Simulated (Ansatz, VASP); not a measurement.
# CdF2 in VASP and in Ansatz

```
Cd F
1.0
     0.00000    2.74366    2.79908
     2.74366    0.00000    2.79908
     2.74366    2.74366    0.00000
Cd F
1 2
Direct
  0.00000 0.00000 0.00000
  0.25000 0.25000 0.25000
  0.75000 0.75000 0.75000
```

Alike in both runs: task single point; functional PBEsol; k mesh 8 × 8 × 8; occupations gaussian, width 0.05 eV; no spin polarisation.

|  | VASP | Ansatz |
| --- | --- | --- |
| version | VASP 6.6.1 | Ansatz 0.2.0 |
| potentials or method | VASP PAW PBE potentials, release 64 (Cd, F), cutoff 520 eV | scalar-relativistic, plane waves, PAW |
| valence electrons in the cell | 26 | 34 |

```csv
,VASP,Ansatz,Ansatz less VASP
gap on the k mesh at the Fermi level (eV),2.63,2.66,+0.028
least direct gap on the mesh (eV),3.19,3.22,+0.028
pressure (GPa),-6.4,-6.9,-0.48
"traceless stress, the component that is largest in VASP (GPa)",-1.38,-1.40,-0.020
```

VASP's potentials were made for PBE, not for PBEsol. The functional is the same, so the differences come from potentials, cutoffs and numerics. VASP's potentials hold 26 valence electrons a cell and Ansatz's 34, so a difference there can come from the potentials and not from the codes.
